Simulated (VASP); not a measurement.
Set up this calculation in VASP 6.6.1, as the native input.

| Quantity | Value |
| --- | --- |
| Task | single point |
| Functional | PBE |
| Potentials or basis | VASP PAW PBE potentials, release 64 (Ba_sv, Hf_pv, O) |
| Cutoff | 520 eV |
| k mesh | 6 × 6 × 4 |
| Occupations | gaussian, width 0.1 eV |
| Spin | no spin polarisation |
| Dipole correction | no |
| Further INCAR settings | ALGO = Normal; EDIFF = 1e-07; NBANDS = 27 |

The structure of BaHfO3 lies in POSCAR:

```
BaHfO3
1.0
    3.5933889153      0.0000000000      0.0000000000
    1.2061992591      3.4056318555      0.0000000000
    0.7859635635      0.5269945718      6.6752319639
Ba Hf O
1 1 3
Direct
    0.2186895342      0.2183846593      0.0309190846
    0.8413994024      0.8214391171      0.5323526933
    0.1828086731      0.1880358643      0.5246498980
    0.7985256564      0.8011779076      0.2468424368
    0.6252434007      0.6376291183      0.7993724073
```

The input as run:

INCAR

```
SYSTEM = BaHfO3
ALGO     = Normal         ! electronic algorithm
EDIFF    = 1E-7           ! SCF threshold, eV
ENCUT    = 520            ! plane-wave cutoff, eV
GGA      = PE             ! functional
ISIF     = 2              ! what is computed and relaxed
ISMEAR   = 0              ! smearing method
LASPH    = .True.         ! aspherical terms in the spheres
LCHARG   = .False.        ! write CHGCAR
LREAL    = .False.        ! projectors in reciprocal space
LWAVE    = .False.        ! write WAVECAR
NBANDS   = 27             ! bands
NELM     = 60             ! most SCF steps
PREC     = Accurate       ! precision mode
SIGMA    = 0.1            ! smearing width, eV
```

KPOINTS

```
k-points
0
Gamma
  6 6 4
  0 0 0
```

Potentials or basis: VASP PAW PBE potentials, release 64 (Ba_sv, Hf_pv, O).

Run with:

```sh
$ cat potpaw_PBE.64/Ba_sv/POTCAR potpaw_PBE.64/Hf_pv/POTCAR potpaw_PBE.64/O/POTCAR > POTCAR
$ mpirun -np 1 vasp_std > vasp.out
```

Results of the run:

```json
{"Pressure": "0.4 GPa", "Largest force": "0.449 eV/Å", "Band gap on the k mesh": "3.03 eV"}
```

Caveat: spin-orbit coupling is left out, which moves the levels of the heavy elements.

Wall time 83 s on 1 thread of Intel(R) Xeon(R) 6975P-C (Granite Rapids) (shared host), peak memory 0.3 GiB.
